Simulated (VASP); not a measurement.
A run of VASP 6.6.1:

The input POSCAR:

```
Cr3Ni
1.0
    0.0000000000      2.8799300000      2.8799300000
    2.8799300000      0.0000000000      2.8799300000
    2.8799300000      2.8799300000      0.0000000000
Cr Ni
3 1
Direct
    0.7500000000      0.7500000000      0.7500000000
    0.2500000000      0.2500000000      0.2500000000
    0.5000000000      0.5000000000      0.5000000000
    0.0000000000      0.0000000000      0.0000000000
```

INCAR.step1

```
PREC = Accurate
ENCUT = 520
ISMEAR = -1
SIGMA = 0.05
LREAL = F
LASPH = T
NELM = 150
ISPIN = 2
MAGMOM = 2.4 2.4 2.4 1.2
LMAXMIX = 4
NBANDS = 35
GGA = PE
ALGO = Normal
EDIFF = 1E-4
LWAVE = T
LCHARG = F
```

File INCAR.step2:

```
PREC = Accurate
ENCUT = 520
EDIFF = 1E-6
ISMEAR = -1
SIGMA = 0.05
LREAL = F
LASPH = T
NELM = 150
ALGO = Normal
ISIF = 2
LWAVE = F
LCHARG = F
ISPIN = 2
MAGMOM = 2.4 2.4 2.4 1.2
LORBIT = 11
LMAXMIX = 4
METAGGA = R2SCAN
LMIXTAU = T
NBANDS = 35
ISTART = 1
```

Contents of KPOINTS:

```
regular mesh
0
Gamma
  7 7 7
```

Potentials or basis: VASP PAW PBE potentials, release 64 (Cr_pv, Ni).

Launch:

```console
$ cat potpaw_PBE.64/Cr_pv/POTCAR potpaw_PBE.64/Ni/POTCAR > POTCAR
$ cp INCAR.step1 INCAR
$ mpirun -np 1 vasp_std > vasp.out
$ cp INCAR.step2 INCAR
$ mpirun -np 1 vasp_std > vasp.out
```

Hardware: 1 thread of Intel(R) Xeon(R) 6975P-C (Granite Rapids), with other jobs on the host.

Question: Estimate the wall time of this run.

Answer: Wall time 3 min on 1 thread of Intel(R) Xeon(R) 6975P-C (Granite Rapids) (shared host), peak memory 0.22 GiB. Counts: k points 20.
